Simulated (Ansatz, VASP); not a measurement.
One calculation of Sr3C, two programs

```
Sr C
1.0
    -2.41691    2.41691    5.13788
     2.41691   -2.41691    5.13788
     2.41691    2.41691   -5.13788
Sr C
3 1
Direct
  0.50000 0.50000 0.00000
  0.25000 0.75000 0.50000
  0.75000 0.25000 0.50000
  0.00000 0.00000 0.00000
```

Alike in both runs: functional PBE; k mesh 14 × 14 × 14; occupations gaussian, width 0.1 eV; no spin polarisation.

Ansatz relaxed the structure, and its values are those at the end. VASP's run is a single point on that final structure, the one shown.

|  | VASP | Ansatz |
| --- | --- | --- |
| version | VASP 6.6.1 | Ansatz 0.2.0 |
| potentials or method | VASP PAW PBE potentials, release 64 (Sr_sv, C), cutoff 520 eV | scalar-relativistic, plane waves, PAW |
| valence electrons in the cell | 34 | 34 |

VASP gave:

```
gap on the k mesh at the Fermi level (eV) : none
pressure (GPa)                            : 0.1
```

**Question.** Estimate Ansatz's values.

**Answer.** gap on the k mesh at the Fermi level (eV): none; pressure (GPa): 0.0.

A gap of «none» marks a metal or a gap that the smearing closes. The functional is the same, so the differences come from potentials, cutoffs and numerics.
